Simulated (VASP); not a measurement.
# Rb2As (P4/mmm) in VASP: relaxation of cell and atoms with PBE+D3(BJ)

Aim: the relaxation of cell and atoms of Rb2As with PBE+D3(BJ).

Everything below comes from runs of VASP 6.6.1. Logs are shortened: lines on timing, memory, paths and dates and some standing lists are left out, and cuts for length are marked.

### 1 The cell of the first run

It takes space group P4/mmm (No. 123, tetragonal). Conventional cell: a = 7.124 Å, b = 7.124 Å, c = 7.098 Å, α = 90.00°, β = 90.00°, γ = 90.00°. Rb (site symmetry 4mm) has 2 Rb at 3.24 to 3.86 Å within 4.3 Å.

### 2 Relaxation of cell and atoms, PBE+D3(BJ)

Input file INCAR:

```
ALGO = Normal
EDIFF = 1E-6
EDIFFG = -0.04
ENCUT = 600
GGA = PE
IBRION = 2
ISIF = 3
ISMEAR = 0
IVDW = 12
LASPH = T
LCHARG = F
LREAL = F
LWAVE = F
NELM = 100
NSW = 90
PREC = Accurate
SIGMA = 0.1
```

Input file KPOINTS:

```
k-points
0
Gamma
  4 4 4
```

Input file POSCAR:

```
Rb2As
1.0
    7.1237106000      0.0000000000      0.0000000000
    0.0000000000      7.1237106000      0.0000000000
    0.0000000000      0.0000000000      7.0978350400
Rb As
2 1
Direct
    0.5000000000      0.5000000000      0.7282386100
    0.5000000000      0.5000000000      0.2717613900
    0.0000000000      0.0000000000      0.0000000000
```

Potentials or basis: VASP PAW PBE potentials, release 64 (Rb_sv, As).

The run is started by

```console
> cat potpaw_PBE.64/Rb_sv/POTCAR potpaw_PBE.64/As/POTCAR > POTCAR
> mpirun -np 1 vasp_std > vasp.out
```

OUTCAR:

```text
EDIFF = 1E-6
   EDIFFG = -0.04
   ENCUT = 600
   GGA = PE
   IBRION = 2
   ISIF = 3
   ISMEAR = 0
   IVDW = 12
   LASPH = T
   LREAL = F
   NELM = 100
   NSW = 90
   PREC = Accurate
 IVDW          = 12

 ion  position               nearest neighbor table
   1  0.500  0.500  0.728-   2 3.24   2 3.86
   2  0.500  0.500  0.272-   1 3.24   1 3.86
   3  0.000  0.000  0.000-

  LATTYP: Found a simple tetragonal cell.
 ALAT       =     7.1237106000
 C/A-ratio  =     0.9963676851

  Lattice vectors:

 A1 = (   7.1237106000,   0.0000000000,   0.0000000000)
 A2 = (   0.0000000000,   7.1237106000,   0.0000000000)
 A3 = (   0.0000000000,   0.0000000000,   7.0978350400)

Analysis of symmetry for initial positions (statically):
=====================================================================
 Subroutine PRICEL returns:
 Original cell was already a primitive cell.

 Routine SETGRP: Setting up the symmetry group for a
 simple tetragonal supercell.

 Subroutine GETGRP returns: Found 16 space group operations
 (whereof 16 operations were pure point group operations)
 out of a pool of 16 trial point group operations.

The static configuration has the point symmetry D_4h.

Analysis of symmetry for dynamics (positions and initial velocities):
=====================================================================
 Subroutine PRICEL returns:
 Original cell was already a primitive cell.

 Routine SETGRP: Setting up the symmetry group for a
 simple tetragonal supercell.

 Subroutine GETGRP returns: Found 16 space group operations
 (whereof 16 operations were pure point group operations)
 out of a pool of 16 trial point group operations.

The dynamic configuration has the point symmetry D_4h.

 Subroutine INISYM returns: Found 16 space group operations
 (whereof 16 operations are pure point group operations),
 and found     1 'primitive' translations

----------------------------------------------------------------------------------------

                                     Primitive cell

  volume of cell :     360.1956

  direct lattice vectors                    reciprocal lattice vectors
     7.123710600  0.000000000  0.000000000     0.140376281  0.000000000  0.000000000
     0.000000000  7.123710600  0.000000000     0.000000000  0.140376281  0.000000000
     0.000000000  0.000000000  7.097835040     0.000000000  0.000000000  0.140888031

  length of vectors
     7.123710600  7.123710600  7.097835040     0.140376281  0.140376281  0.140888031

  position of ions in fractional coordinates (direct lattice)
     0.500000000  0.500000000  0.728238610
     0.500000000  0.500000000  0.271761390
     0.000000000  0.000000000  0.000000000

  ion indices of the primitive-cell ions
   primitive index   ion index
                 1           1
                 2           2
                 3           3

----------------------------------------------------------------------------------------

 KPOINTS: k-points

Automatic generation of k-mesh.
 Grid dimensions read from file:
 generate k-points for:    4    4    4

 Generating k-lattice:

  Cartesian coordinates                     Fractional coordinates (reciprocal lattice)
     0.035094070  0.000000000  0.000000000     0.250000000  0.000000000  0.000000000
     0.000000000  0.035094070  0.000000000     0.000000000  0.250000000  0.000000000
     0.000000000  0.000000000  0.035222008     0.000000000  0.000000000  0.250000000

  Length of vectors
     0.035094070  0.035094070  0.035222008

  Shift w.r.t. Gamma in fractional coordinates (k-lattice)
     0.000000000  0.000000000  0.000000000

 Subroutine IBZKPT returns following result:
 ===========================================

 Found     18 irreducible k-points:

 Following reciprocal coordinates:
            Coordinates               Weight
  0.000000  0.000000  0.000000      1.000000
  0.250000  0.000000  0.000000      4.000000
  0.500000  0.000000  0.000000      2.000000
  0.250000  0.250000  0.000000      4.000000
  0.500000  0.250000  0.000000      4.000000
  0.500000  0.500000  0.000000      1.000000
[... 10 lines left out ...]
  0.500000  0.250000  0.500000      4.000000
  0.500000  0.500000  0.500000      1.000000
   k-points           NKPTS =     18   k-points in BZ     NKDIM =     18   number of bands    NBANDS=     15
   number of dos      NEDOS =    301   number of ions     NIONS =      3
   total plane-waves  NPLWV = 216000
   dimension x,y,z NGX =    60 NGY =   60 NGZ =   60
   dimension x,y,z NGXF=   120 NGYF=  120 NGZF=  120
   ions per type =               2   1
   NGX,Y,Z   is equivalent  to a cutoff of  14.00, 14.00, 14.05 a.u.
   NGXF,Y,Z  is equivalent  to a cutoff of  28.00, 28.00, 28.11 a.u.
 SYSTEM =  unknown system
   PREC   = accura    normal or accurate (medium, high low for compatibility)
   ISTART =      0    job   : 0-new  1-cont  2-samecut
   ICHARG =      2    charge: 1-file 2-atom 10-const
   ISPIN  =      1    spin polarized calculation?
   LNONCOLLINEAR =      F non collinear calculations
   LSORBIT =      F    spin-orbit coupling
   LASPH  =      T    aspherical Exc in radial PAW
   ENCUT  =  600.0 eV  44.10 Ry    6.64 a.u.  14.23 14.23 14.18*2*pi/ulx,y,z
   NELM   =    100;   NELMIN=  2; NELMDL= -5     # of ELM steps
   EDIFF  = 0.1E-05   stopping-criterion for ELM
   LREAL  =      F    real-space projection
   EDIFFG = -.4E-01   stopping-criterion for IOM
   NSW    =     90    number of steps for IOM
   IBRION =      2    ionic relax: 0-MD 1-quasi-New 2-CG
   NFREE  =      1    steps in history (QN), initial steepest desc. (CG)
   ISIF   =      3    stress and relaxation
   ISYM   =      2    0-nonsym 1-usesym 2-fastsym
   POTIM  = 0.5000    time-step for ionic-motion
   TEBEG  =    0.0;   TEEND  =   0.0 temperature during run
   PSTRESS=    0.0 pullay stress
   NELECT =      23.0000    total number of electrons
   NUPDOWN=      -1.0000    fix difference up-down
   EMIN   =  10.00;   EMAX   =-10.00  energy-range for DOS
   EFERMI =   0.00;   METHOD = LEGACY
   ISMEAR =     0;   SIGMA  =   0.10  broadening in eV -4-tet -1-fermi 0-gaus
   EFERMI_NEDOS =   21; number of points for ismear=-14 and -15
   IALGO  =     38    algorithm
   IMIX   =      4    mixing-type and parameters
     AMIX     =   0.40;   BMIX     =  1.00
     AMIX_MAG =   1.60;   BMIX_MAG =  1.00
  volume/ion in A,a.u.               =     120.07       810.24
  Fermi-wavevector in a.u.,A,eV,Ry     =   0.654342  1.236527  5.825513  0.428163
  Thomas-Fermi vector in A             =   1.724869
   LORBIT       =      0    0 simple, 1 ext, 2 COOP (PROOUT), +10 PAW based schemes
   GGA     = PE    functional components
   LHFCALC =     F    Hartree Fock is set to
   AEXX    =    0.0000 exact exchange contribution
   IVDW    =    12    specifies the selected vdW correction
   LEPSILON=     F    determine dielectric tensor
   LRPA    =     F    only Hartree local field effects (RPA)
 conjugate gradient relaxation of ions
 non-spin polarized calculation
 Gauss-broadening in eV      SIGMA  =   0.10
  energy-cutoff  :      600.00
  volume of cell :      360.20
 maximum number of plane-waves:     12060
 NGX is ok and might be reduce to    60
   NGX = 29   NGY = 29   NGZ = 29

--------------------------------------- Ionic step        1  -------------------------------------------

 number of electron      23.0000000 magnetization

 Free energy of the ion-electron system (eV)
  ---------------------------------------------------
  ext. energy  EPLUGINS =         0.00000000
  ---------------------------------------------------
  free energy    TOTEN  =        -2.98931758 eV

  energy without entropy =       -2.92454309  energy(sigma->0) =       -2.95693033

------------------------ aborting loop because EDIFF is reached ----------------------------------------

 Edisp (eV)   -0.19177

 E8    (eV) :    -0.0956
[... 108 lines left out ...]
  FREE ENERGIE OF THE ION-ELECTRON SYSTEM (eV)
  ---------------------------------------------------
  free  energy   TOTEN  =        -6.1747619485 eV

  energy  without entropy=       -6.1700325886  energy(sigma->0) =       -6.17239727

 E-fermi :   6.7198     XC(G=0): -10.1481

 val. band max:        6.7122809124   @ k =   0.5000   0.2500   0.2500
 cond. band min:       6.7203769886   @ k =   0.5000   0.2500   0.5000
 fundamental gap:      0.0080960762
 Fermi energy:         6.7198456955

 k-point     1 :       0.0000    0.0000    0.0000
  band No.  band energies     occupation
      1     -26.3580      2.00000
      2     -26.3443      2.00000
      3     -12.5243      2.00000
      4     -10.1183      2.00000
      5      -7.6580      2.00000
      6      -2.0640      2.00000
      7      -2.0640      2.00000
      8      -2.0553      2.00000
      9      -2.0553      2.00000
     10       1.1327      2.00000
     11       5.2077      2.00000
     12       8.0166      0.00000
     13       8.7114      0.00000
     14      10.5196      0.00000
[... 293 lines left out ...]
      2     -20.0838      2.00000
      3     -11.0150      2.00000
      4     -11.0150      2.00000
      5     -10.9931      2.00000
      6     -10.9931      2.00000
      7      -4.8437      2.00000
      8      -4.7771      2.00000
      9       0.4364      2.00000
     10       1.0969      2.00000
     11       1.0969      2.00000
     12       1.9025      2.00000
     13       4.1073      2.00000
     14       8.4380      0.00000
     15       8.4434      0.00000

 E-fermi :  -0.5711     XC(G=0):  -5.6365

 val. band max:       -0.6672422263   @ k =   0.5000   0.5000   0.0000
 cond. band min:      -0.3844860123   @ k =   0.0000   0.0000   0.2500
 fundamental gap:      0.2827562140
 Fermi energy:        -0.5711428146

 k-point     1 :       0.0000    0.0000    0.0000
  band No.  band energies     occupation
      1     -28.7265      2.00000
      2     -28.7162      2.00000
      3     -12.9865      2.00000
      4     -12.7741      2.00000
      5     -12.7482      2.00000
      6     -12.7482      2.00000
      7     -12.7259      2.00000
      8     -12.7259      2.00000
      9      -9.3380      2.00000
     10      -1.2178      2.00000
     11      -0.8911      1.99999
     12       2.4802      0.00000
     13       2.5218      0.00000
     14       2.7891      0.00000
[... 293 lines left out ...]
      2     -28.7175      2.00000
      3     -12.8840      2.00000
      4     -12.8546      2.00000
      5     -12.7839      2.00000
      6     -12.7839      2.00000
      7     -12.7783      2.00000
      8     -12.7783      2.00000
      9      -9.2249      2.00000
     10      -1.1364      2.00000
     11      -1.1364      2.00000
     12      -0.7372      1.98114
     13       1.8212      0.00000
     14       2.6878      0.00000
     15       2.7345      0.00000

[... ionic steps 4 to 16 ...]

--------------------------------------- Ionic step       17  -------------------------------------------

 number of electron      23.0000000 magnetization

------------------------ aborting loop because EDIFF is reached ----------------------------------------
[... 77 lines left out ...]
--------------------------------------- Ionic step       19  -------------------------------------------

 number of electron      23.0000000 magnetization

 Free energy of the ion-electron system (eV)
  ---------------------------------------------------
  ext. energy  EPLUGINS =         0.00000000
  ---------------------------------------------------
  free energy    TOTEN  =        -6.87990307 eV

  energy without entropy =       -6.87637548  energy(sigma->0) =       -6.87813928

 E-fermi :   0.7515     XC(G=0):  -7.0331

 val. band max:        0.6959464729   @ k =   0.5000   0.0000   0.0000
 cond. band min:       1.0878719153   @ k =   0.0000   0.0000   0.2500
 fundamental gap:      0.3919254424
 Fermi energy:         0.7514825518

 k-point     1 :       0.0000    0.0000    0.0000
  band No.  band energies     occupation
      1     -26.6170      2.00000
      2     -26.5796      2.00000
      3     -11.2281      2.00000
      4     -10.5961      2.00000
      5     -10.5760      2.00000
      6     -10.5760      2.00000
      7     -10.5124      2.00000
      8     -10.5124      2.00000
      9      -8.1406      2.00000
     10      -0.4804      2.00000
     11       0.5493      1.99576
     12       1.6037      0.00000
     13       1.6037      0.00000
     14       4.0603      0.00000
[... 339 lines left out ...]
  FREE ENERGIE OF THE ION-ELECTRON SYSTEM (eV)
  ---------------------------------------------------
  free  energy   TOTEN  =        -7.4918652891 eV

  energy  without entropy=       -7.4883376921  energy(sigma->0) =       -7.49010149

 reached required accuracy - stopping structural energy minimisation
```

It took 35 min on 1 thread of Intel Xeon Platinum 8259CL at 2.50GHz (Skylake/Cascade Lake), shared host; peak memory 0.65 GiB.

What came out:

```
Free energy                           : -7.4919 eV
Relaxed volume                        : 44.99 Å³/atom
Relaxed cell                          : a = 4.118 Å, b = 4.118 Å, c = 7.960 Å, α = 90.00°, β = 90.00°, γ = 90.00°
Space group after relaxing (to 0.1 Å) : P4/mmm (No. 123)
Pressure after relaxing               : 0.0 GPa
Largest force after relaxing          : 0.018 eV/Å
Band gap on the k mesh                : zero (an odd number of electrons rules out a gap without spin polarisation)
Dispersion energy per atom            : -0.204 eV
```

Forces on the atoms (eV/Å):
```
Rb   0.000  0.000 -0.018
Rb   0.000  0.000  0.018
As   0.000  0.000  0.000
```

Final structure:
```
CELL_PARAMETERS angstrom
4.11756 0.00000 0.00000
0.00000 4.11756 0.00000
0.00000 0.00000 7.96049
ATOMIC_POSITIONS crystal
Rb 0.50000 0.50000 0.76619
Rb 0.50000 0.50000 0.23381
As 0.00000 0.00000 0.00000
```

Levels at points of the mesh, in eV from the Fermi level:
```csv
k point,band 7,band 8,band 9,band 10,band 11,band 12,band 13,band 14,band 15
"(0.00, 0.00, 0.00)",-11.26,-11.26,-8.89,-1.23,-0.20,0.85,0.85,3.31,3.44
"(0.50, 0.00, 0.00)",-11.28,-11.23,-8.53,-1.52,-0.06,0.92,1.41,2.36,3.27
"(0.50, 0.50, 0.00)",-11.55,-11.28,-8.55,-1.01,-1.01,-0.48,2.67,3.05,3.30
"(0.00, 0.00, 0.50)",-11.28,-11.28,-8.87,-1.62,0.86,0.86,1.01,2.32,3.52
"(0.50, 0.00, 0.50)",-11.27,-11.24,-8.52,-1.41,-0.11,0.92,1.71,1.76,4.17
"(0.50, 0.50, 0.50)",-11.57,-11.43,-8.55,-0.99,-0.99,-0.58,3.28,3.28,4.00
```

Caveat: the volume moved by over 15 % at a fixed basis, so the end points are rough.

The gap in the log of VASP goes by the Fermi energy; the results here count the filled bands.